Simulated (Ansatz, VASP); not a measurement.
**Ga2As in VASP and in Ansatz**

```
CELL_PARAMETERS angstrom
4.35120 0.00000 0.00000
-2.17560 3.76825 0.00000
0.00000 0.00000 4.23627
ATOMIC_POSITIONS crystal
Ga 0.66667 0.33333 0.00000
Ga 0.33333 0.66667 0.50000
As 0.00000 0.00000 0.50000
```

Alike in both runs: task relaxation of cell and atoms; functional PBE; k mesh 12 × 12 × 12; occupations gaussian, width 0.1 eV; no spin polarisation.

|  | VASP | Ansatz |
| --- | --- | --- |
| version | VASP 6.6.1 | Ansatz 0.2.0 |
| potentials or method | VASP PAW PBE potentials, release 64 (Ga_d, As), cutoff 600 eV | scalar-relativistic, plane waves, PAW |
| valence electrons in the cell | 31 | 41 |

```csv
,VASP,Ansatz,Ansatz less VASP
"gap on the k mesh at the Fermi level, each at its own relaxed structure (eV)",none,none,-
relaxed volume (Å³/atom),22.30,22.26,-0.037
relaxed length of the cell vector where the two differ most in proportion (Å),4.378,4.373,-0.0049
```

A gap of «none» marks a metal or a gap that the smearing closes. VASP's potentials hold 31 valence electrons a cell and Ansatz's 41, so a difference there can come from the potentials and not from the codes.
